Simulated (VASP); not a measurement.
# TiTe2 (base) (P-3m1) in VASP: notebook

The runs below take TiTe2 (base) through single point, relaxation of cell and atoms, with PBE+D3(BJ).

Program: VASP 6.6.1. These are calculated values, not measurements. Logs are shortened: lines on timing, memory, paths and dates and some standing lists are left out, and cuts for length are marked.

### 1 The cell of the first run

It takes space group P-3m1 (No. 164, trigonal). The conventional cell has a = 3.697 Å, b = 3.697 Å, c = 6.389 Å, α = 90.00°, β = 90.00°, γ = 120.00°. Within 3.6 Å of Ti (site symmetry -3m) lie 6 Te at 2.75 Å. Within 3.6 Å of Te (site symmetry 3m) lie 3 Ti at 2.75 Å.

### 2 Single point, PBE+D3(BJ)

Contents of INCAR:

```
SYSTEM = TiTe2
PREC = Accurate
ENCUT = 520
EDIFF = 1E-7
ISMEAR = -1
SIGMA = 0.15
LREAL = .FALSE.
LASPH = .TRUE.
NELM = 100
ALGO = Normal
ISIF = 2
LWAVE = .FALSE.
LCHARG = .FALSE.
GGA = PE
IVDW = 12
NBANDS = 19
```

Contents of KPOINTS:

```
regular mesh
0
G
  15 15 8
  0 0 0
```

Contents of POSCAR:

```
TiTe2
1.0
    3.6974254857      0.0000000000      0.0000000000
   -1.8487127428      3.2020643992      0.0000000000
    0.0000000000      0.0000000000      6.3893258075
Ti Te
1 2
Direct
    0.0000000000      0.0000000000      0.0000000000
    0.6666666667      0.3333333333      0.2711352254
    0.3333333333      0.6666666667      0.7288647746
```

Potentials or basis: VASP PAW PBE potentials, release 64 (Ti_sv, Te).

Launch:

```sh
cat potpaw_PBE.64/Ti_sv/POTCAR potpaw_PBE.64/Te/POTCAR > POTCAR
mpirun -np 1 vasp_std > vasp.out
```

OUTCAR:

```text
SYSTEM = TiTe2
   PREC = Accurate
   ENCUT = 520
   EDIFF = 1E-7
   ISMEAR = -1
   LREAL = .FALSE.
   LASPH = .TRUE.
   NELM = 100
   ISIF = 2
   GGA = PE
   IVDW = 12
 IVDW          = 12

 ion  position               nearest neighbor table
   1  0.000  0.000  0.000-   2 2.75   3 2.75   3 2.75   2 2.75   2 2.75   3 2.75
   2  0.667  0.333  0.271-   1 2.75   1 2.75   1 2.75   3 3.62   3 3.62   3 3.62
   3  0.333  0.667  0.729-   1 2.75   1 2.75   1 2.75   2 3.62   2 3.62   2 3.62

  LATTYP: Found a hexagonal cell.
 ALAT       =     3.6974254857
 C/A-ratio  =     1.7280472134

  Lattice vectors:

 A1 = (   3.6974254857,   0.0000000000,   0.0000000000)
 A2 = (  -1.8487127428,   3.2020643992,   0.0000000000)
 A3 = (   0.0000000000,   0.0000000000,   6.3893258075)

Analysis of symmetry for initial positions (statically):
=====================================================================
 Subroutine PRICEL returns:
 Original cell was already a primitive cell.

 Routine SETGRP: Setting up the symmetry group for a
 hexagonal supercell.

 Subroutine GETGRP returns: Found 12 space group operations
 (whereof 12 operations were pure point group operations)
 out of a pool of 24 trial point group operations.

The static configuration has the point symmetry D_3d.

Analysis of symmetry for dynamics (positions and initial velocities):
=====================================================================
 Subroutine PRICEL returns:
 Original cell was already a primitive cell.

 Routine SETGRP: Setting up the symmetry group for a
 hexagonal supercell.

 Subroutine GETGRP returns: Found 12 space group operations
 (whereof 12 operations were pure point group operations)
 out of a pool of 24 trial point group operations.

The dynamic configuration has the point symmetry D_3d.

 Subroutine INISYM returns: Found 12 space group operations
 (whereof 12 operations are pure point group operations),
 and found     1 'primitive' translations

----------------------------------------------------------------------------------------

                                     Primitive cell

  volume of cell :      75.6457

  direct lattice vectors                    reciprocal lattice vectors
     3.697425486  0.000000000  0.000000000     0.270458459  0.156149264  0.000000000
    -1.848712743  3.202064399  0.000000000     0.000000000  0.312298528  0.000000000
     0.000000000  0.000000000  6.389325807     0.000000000  0.000000000  0.156511036

  length of vectors
     3.697425486  3.697425486  6.389325807     0.312298528  0.312298528  0.156511036

  position of ions in fractional coordinates (direct lattice)
     0.000000000  0.000000000  0.000000000
     0.666666667  0.333333333  0.271135225
     0.333333333  0.666666667  0.728864775

  ion indices of the primitive-cell ions
   primitive index   ion index
                 1           1
                 2           2
                 3           3

----------------------------------------------------------------------------------------

 KPOINTS: regular mesh

Automatic generation of k-mesh.
 Grid dimensions read from file:
 generate k-points for:   15   15    8

 Generating k-lattice:

  Cartesian coordinates                     Fractional coordinates (reciprocal lattice)
     0.018030564  0.010409951  0.000000000     0.066666667 -0.000000000  0.000000000
     0.000000000  0.020819902  0.000000000     0.000000000  0.066666667  0.000000000
     0.000000000  0.000000000  0.019563879     0.000000000  0.000000000  0.125000000

  Length of vectors
     0.020819902  0.020819902  0.019563879

  Shift w.r.t. Gamma in fractional coordinates (k-lattice)
     0.000000000  0.000000000  0.000000000

 Subroutine IBZKPT returns following result:
 ===========================================

 Found    192 irreducible k-points:

 Following reciprocal coordinates:
            Coordinates               Weight
  0.000000  0.000000  0.000000      1.000000
  0.066667  0.000000  0.000000      6.000000
  0.133333  0.000000  0.000000      6.000000
  0.200000  0.000000  0.000000      6.000000
  0.266667  0.000000  0.000000      6.000000
  0.333333  0.000000  0.000000      6.000000
[... 16 lines left out ...]
  0.333333  0.200000  0.000000     12.000000
  0.400000  0.200000  0.000000      6.000000
 [... further k-points ...]
   k-points           NKPTS =    192   k-points in BZ     NKDIM =    192   number of bands    NBANDS=     19
   number of dos      NEDOS =    301   number of ions     NIONS =      3
   total plane-waves  NPLWV =  37632
   dimension x,y,z NGX =    28 NGY =   28 NGZ =   48
   dimension x,y,z NGXF=    56 NGYF=   56 NGZF=   96
   ions per type =               1   2
   NGX,Y,Z   is equivalent  to a cutoff of  12.59, 12.59, 12.49 a.u.
   NGXF,Y,Z  is equivalent  to a cutoff of  25.18, 25.18, 24.98 a.u.
 SYSTEM =  TiTe2
   PREC   = accura    normal or accurate (medium, high low for compatibility)
   ISTART =      0    job   : 0-new  1-cont  2-samecut
   ICHARG =      2    charge: 1-file 2-atom 10-const
   ISPIN  =      1    spin polarized calculation?
   LNONCOLLINEAR =      F non collinear calculations
   LSORBIT =      F    spin-orbit coupling
   LASPH  =      T    aspherical Exc in radial PAW
   ENCUT  =  520.0 eV  38.22 Ry    6.18 a.u.   6.87  6.87 11.88*2*pi/ulx,y,z
   NELM   =    100;   NELMIN=  2; NELMDL= -5     # of ELM steps
   EDIFF  = 0.1E-06   stopping-criterion for ELM
   LREAL  =      F    real-space projection
   EDIFFG = 0.1E-05   stopping-criterion for IOM
   NSW    =      0    number of steps for IOM
   IBRION =     -1    ionic relax: 0-MD 1-quasi-New 2-CG
   NFREE  =      0    steps in history (QN), initial steepest desc. (CG)
   ISIF   =      2    stress and relaxation
   ISYM   =      2    0-nonsym 1-usesym 2-fastsym
   POTIM  = 0.5000    time-step for ionic-motion
   TEBEG  =    0.0;   TEEND  =   0.0 temperature during run
   PSTRESS=    0.0 pullay stress
   NELECT =      24.0000    total number of electrons
   NUPDOWN=      -1.0000    fix difference up-down
   EMIN   =  10.00;   EMAX   =-10.00  energy-range for DOS
   EFERMI =   0.00;   METHOD = LEGACY
   ISMEAR =    -1;   SIGMA  =   0.15  broadening in eV -4-tet -1-fermi 0-gaus
   EFERMI_NEDOS =   21; number of points for ismear=-14 and -15
   IALGO  =     38    algorithm
   IMIX   =      4    mixing-type and parameters
     AMIX     =   0.40;   BMIX     =  1.00
     AMIX_MAG =   1.60;   BMIX_MAG =  1.00
  volume/ion in A,a.u.               =      25.22       170.16
  Fermi-wavevector in a.u.,A,eV,Ry     =   1.116564  2.110001 16.962599  1.246716
  Thomas-Fermi vector in A             =   2.253179
   LORBIT       =      0    0 simple, 1 ext, 2 COOP (PROOUT), +10 PAW based schemes
   GGA     = PE    functional components
   LHFCALC =     F    Hartree Fock is set to
   AEXX    =    0.0000 exact exchange contribution
   IVDW    =    12    specifies the selected vdW correction
   LEPSILON=     F    determine dielectric tensor
   LRPA    =     F    only Hartree local field effects (RPA)
 non-spin polarized calculation
  energy-cutoff  :      520.00
  volume of cell :       75.65
 maximum number of plane-waves:      2056
   NGX = 13   NGY = 13   NGZ = 23

 number of electron      24.0000002 magnetization

 Free energy of the ion-electron system (eV)
  ---------------------------------------------------
  ext. energy  EPLUGINS =         0.00000000
  ---------------------------------------------------
  free energy    TOTEN  =       -16.20119454 eV

  energy without entropy =      -16.09024527  energy(sigma->0) =      -16.14571991

 E-fermi :   7.5626     XC(G=0): -10.1653

 val. band max:        7.5604913702   @ k =   0.1333   0.0000   0.0000
 cond. band min:       7.5633257966   @ k =   0.0000   0.4667   0.1250
 fundamental gap:      0.0028344265
 Fermi energy:         7.5625976700

 k-point     1 :       0.0000    0.0000    0.0000
  band No.  band energies     occupation
      1     -49.7633      2.00000
      2     -26.0292      2.00000
      3     -26.0292      2.00000
      4     -25.9951      2.00000
      5      -5.1806      2.00000
      6      -3.4890      2.00000
[... 11 lines left out ...]
     18      12.8376      0.00000
     19      13.8939      0.00000

 k-point     2 :       0.0667    0.0000    0.0000
  band No.  band energies     occupation
      1     -49.7631      2.00000
      2     -26.0315      2.00000
      3     -26.0297      2.00000
      4     -25.9945      2.00000
      5      -5.1268      2.00000
      6      -3.4597      2.00000
[... 11 lines left out ...]
     18      13.2424      0.00000
     19      14.1651      0.00000

 k-point     3 :       0.1333    0.0000    0.0000
  band No.  band energies     occupation
      1     -49.7626      2.00000
      2     -26.0381      2.00000
      3     -26.0312      2.00000
      4     -25.9930      2.00000
      5      -4.9680      2.00000
      6      -3.3752      2.00000
[... 11 lines left out ...]
     18      13.7846      0.00000
     19      14.6627      0.00000

 k-point     4 :       0.2000    0.0000    0.0000
  band No.  band energies     occupation
      1     -49.7618      2.00000
      2     -26.0477      2.00000
      3     -26.0334      2.00000
      4     -25.9907      2.00000
      5      -4.7123      2.00000
      6      -3.2471      2.00000
[... 11 lines left out ...]
     18      13.6537      0.00000
     19      14.6540      0.00000

 k-point     5 :       0.2667    0.0000    0.0000
  band No.  band energies     occupation
      1     -49.7610      2.00000
      2     -26.0587      2.00000
      3     -26.0360      2.00000
      4     -25.9881      2.00000
      5      -4.3756      2.00000
      6      -3.0975      2.00000
[... 11 lines left out ...]
     18      13.3467      0.00000
     19      13.9777      0.00000

 k-point     6 :       0.3333    0.0000    0.0000
  band No.  band energies     occupation
      1     -49.7602      2.00000
      2     -26.0692      2.00000
      3     -26.0384      2.00000
      4     -25.9856      2.00000
      5      -3.9857      2.00000
      6      -2.9631      2.00000
[... 11 lines left out ...]
     18      13.2049      0.00000
     19      13.5017      0.00000

 k-point     7 :       0.4000    0.0000    0.0000
  band No.  band energies     occupation
      1     -49.7596      2.00000
      2     -26.0774      2.00000
      3     -26.0403      2.00000
      4     -25.9836      2.00000
      5      -3.5898      2.00000
      6      -2.8955      2.00000
[... 11 lines left out ...]
     18      13.1137      0.00000
     19      13.3211      0.00000

 k-point     8 :       0.4667    0.0000    0.0000
  band No.  band energies     occupation
      1     -49.7592      2.00000
      2     -26.0819      2.00000
      3     -26.0413      2.00000
      4     -25.9826      2.00000
      5      -3.2713      2.00000
      6      -2.9341      2.00000
[... 256 lines left out ...]
 k-point    20 :       0.4000    0.1333    0.0000
  band No.  band energies     occupation
      1     -49.7591      2.00000
      2     -26.0790      2.00000
      3     -26.0468      2.00000
      4     -25.9821      2.00000
      5      -3.1922      2.00000
      6      -2.8810      2.00000
[... 11 lines left out ...]
     18      12.6120      0.00000
     19      14.1594      0.00000

 k-point    21 :       0.2000    0.2000    0.0000
  band No.  band energies     occupation
      1     -49.7600      2.00000
      2     -26.0669      2.00000
      3     -26.0439      2.00000
      4     -25.9850      2.00000
      5      -3.9016      2.00000
      6      -2.9167      2.00000
[... 11 lines left out ...]
     18      12.9716      0.00000
     19      14.8686      0.00000

 k-point    22 :       0.2667    0.2000    0.0000
  band No.  band energies     occupation
      1     -49.7594      2.00000
      2     -26.0718      2.00000
      3     -26.0485      2.00000
      4     -25.9832      2.00000
      5      -3.5433      2.00000
      6      -2.8282      2.00000
[... 11 lines left out ...]
     18      12.3481      0.00000
     19      15.0695      0.00000

 k-point    23 :       0.3333    0.2000    0.0000
  band No.  band energies     occupation
      1     -49.7590      2.00000
      2     -26.0749      2.00000
      3     -26.0518      2.00000
      4     -25.9819      2.00000
      5      -3.2223      2.00000
      6      -2.8121      2.00000
[... 11 lines left out ...]
     18      12.0238      0.00000
     19      15.0968      0.00000

 k-point    24 :       0.4000    0.2000    0.0000
  band No.  band energies     occupation
      1     -49.7589      2.00000
      2     -26.0760      2.00000
      3     -26.0530      2.00000
      4     -25.9815      2.00000
      5      -3.0528      2.00000
      6      -2.8541      2.00000
[... 11 lines left out ...]
     18      11.9291      0.00000
     19      15.1166      0.00000

 [... further k-points ...]

------------------------ aborting loop because EDIFF is reached ----------------------------------------

 Edisp (eV)   -1.56559

 E8    (eV) :    -0.7252

  FORCE on cell =-STRESS in cart. coord.  units (eV):
  Direction    XX          YY          ZZ          XY          YZ          ZX
  --------------------------------------------------------------------------------------
  -------------------------------------------------------------------------------------
  Total      -0.01334    -0.01334    -0.00796    -0.00000     0.00000    -0.00000
  in kB      -0.28261    -0.28261    -0.16862    -0.00000     0.00000    -0.00000
  external pressure =       -0.24 kB  Pullay stress =        0.00 kB

 VOLUME and BASIS-vectors are now :
 -----------------------------------------------------------------------------
  energy-cutoff  :      520.00
  volume of cell :       75.65
      direct lattice vectors                 reciprocal lattice vectors
     3.697425486  0.000000000  0.000000000     0.270458459  0.156149264  0.000000000
    -1.848712743  3.202064399  0.000000000     0.000000000  0.312298528  0.000000000
     0.000000000  0.000000000  6.389325807     0.000000000  0.000000000  0.156511036

 POSITION                                       TOTAL-FORCE (eV/Angst)
 -----------------------------------------------------------------------------------
      0.00000      0.00000      0.00000        -0.000000      0.000000      0.000000
      1.84871      1.06735      1.73237         0.000000      0.000000      0.011048
     -0.00000      2.13471      4.65695         0.000000     -0.000000     -0.011048
 -----------------------------------------------------------------------------------
    total drift:                                0.000000      0.000000     -0.000000

  FREE ENERGIE OF THE ION-ELECTRON SYSTEM (eV)
  ---------------------------------------------------
  free  energy   TOTEN  =       -17.7667890192 eV

  energy  without entropy=      -17.6558397513  energy(sigma->0) =      -17.71131439
```

Run time: 3.6 min. Hardware: 1 thread of Intel Xeon 6975P-C (Granite Rapids), shared host; peak memory 0.4 GiB.

What came out:

```yaml
Free_energy: -17.7668 eV
Pressure: 0.0 GPa
Largest_force: 0.011 eV/Å
Band_gap_on_the_k_mesh: zero (band 12 reaches 8.05 eV, above the bottom of band 13 at 7.24 eV)
Dispersion_energy_per_atom: -0.522 eV
```

Forces on the atoms (eV/Å):
```
Ti   0.000  0.000  0.000
Te   0.000  0.000  0.011
Te   0.000  0.000 -0.011
```

Caveat: spin-orbit coupling is left out, which moves the levels of the heavy elements.

### 3 Relaxation of cell and atoms, PBE+D3(BJ)

Contents of INCAR:

```
SYSTEM = TiTe2
ALGO = Normal
EDIFF = 1E-6
EDIFFG = -0.001
ENCUT = 600
GGA = PE
IBRION = 2
ISIF = 3
ISMEAR = -1
IVDW = 12
LASPH = .TRUE.
LCHARG = .FALSE.
LREAL = .FALSE.
LWAVE = .FALSE.
NELM = 100
NSW = 80
PREC = Accurate
SIGMA = 0.15
```

Contents of KPOINTS:

```
k-points
0
G
  15 15 8
  0 0 0
```

Contents of POSCAR:

```
TiTe2
1.0
    3.6970100997      0.0000000000      0.0000000000
   -1.8485050498      3.2017046644      0.0000000000
    0.0000000000      0.0000000000      6.3840185189
Ti Te
1 2
Direct
    0.0000000000      0.0000000000      0.0000000000
    0.6666666667      0.3333333333      0.2710994297
    0.3333333333      0.6666666667      0.7289005703
```

Potentials or basis: VASP PAW PBE potentials, release 64 (Ti_sv, Te).

Launch:

```sh
cat potpaw_PBE.64/Ti_sv/POTCAR potpaw_PBE.64/Te/POTCAR > POTCAR
mpirun -np 1 vasp_std > vasp.out
```

Run time: 25 min. Hardware: 1 thread of Intel Xeon 6975P-C (Granite Rapids), shared host; peak memory 0.46 GiB.

Results (log left out):

```
Free energy                            : -17.7668 eV
Relaxed volume                         : 25.17 Å³/atom
Relaxed cell                           : a = 3.696 Å, b = 3.696 Å, c = 6.382 Å, α = 90.00°, β = 90.00°, γ = 120.00°
Space group after relaxing (to 0.05 Å) : P-3m1 (No. 164)
Energy gained by relaxing              : 0.0 meV/atom
Ionic steps                            : 31
Pressure after relaxing                : 0.0 GPa
Band gap on the k mesh                 : zero (band 12 reaches 8.07 eV, above the bottom of band 13 at 7.26 eV)
Dispersion energy per atom             : -0.523 eV
```

Final structure:
```cif
data_structure
_symmetry_space_group_name_H-M 'P 1'
_symmetry_Int_Tables_number 1
_cell_length_a 3.6961
_cell_length_b 3.6961
_cell_length_c 6.3825
_cell_angle_alpha 90.000
_cell_angle_beta 90.000
_cell_angle_gamma 120.000
_cell_volume 75.51
loop_
_atom_site_label
_atom_site_type_symbol
_atom_site_fract_x
_atom_site_fract_y
_atom_site_fract_z
_atom_site_occupancy
Ti1 Ti 0.00000 0.00000 0.00000 1
Te1 Te 0.66667 0.33333 0.27157 1
Te2 Te 0.33333 0.66667 0.72843 1
```

Levels at points of the mesh, in eV from the Fermi level:
| k point | band 10 | band 11 | band 12 | band 13 | band 14 | band 15 |
| --- | --- | --- | --- | --- | --- | --- |
| (0.00, 0.00, 0.00) | 0.27 | 0.49 | 0.49 | 0.73 | 1.30 | 1.30 |
| (0.00, 0.00, 0.50) | -1.47 | 0.47 | 0.47 | 0.87 | 0.87 | 1.12 |

Caveat: spin-orbit coupling is left out, which moves the levels of the heavy elements.
